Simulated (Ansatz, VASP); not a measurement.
**In4Sb3As in VASP and in Ansatz**

```
In Sb As
1.0
     4.24387    0.00000    0.00000
     0.00000    4.24387    0.00000
     0.00000    0.00000   12.00347
In Sb As
4 3 1
Direct
  0.50000 0.00000 0.87500
  0.00000 0.50000 0.12500
  0.50000 0.00000 0.37500
  0.00000 0.50000 0.62500
  0.00000 0.00000 0.75000
  0.50000 0.50000 0.00000
  0.00000 0.00000 0.25000
  0.50000 0.50000 0.50000
```

Alike in both runs: task single point; functional PBE; k mesh 4 × 4 × 2; occupations gaussian, width 0.1 eV; no spin polarisation.

```csv
,VASP,Ansatz
version,VASP 6.6.1,Ansatz 0.2.0
potentials or method,"VASP PAW PBE potentials, release 64 (In_d, Sb, As), cutoff 520 eV","scalar-relativistic, plane waves, PAW"
valence electrons in the cell,72,112
```

```tsv
	VASP	Ansatz	Ansatz less VASP
gap on the k mesh at the Fermi level (eV)	0.68	0.68	-0.001
least direct gap on the mesh (eV)	0.68	0.68	-0.001
pressure (GPa)	18.5	18.5	+0.01
traceless stress, the component that is largest in VASP (GPa)	-0.67	-0.67	+0.002
rms of the force components (eV/Å)	0.468	0.472	+0.0040
```

Atom by atom the forces differ by 0.004 eV/Å (rms over components). VASP's potentials hold 72 valence electrons a cell and Ansatz's 112, so a difference there can come from the potentials and not from the codes.

Neither program's run includes spin-orbit coupling.
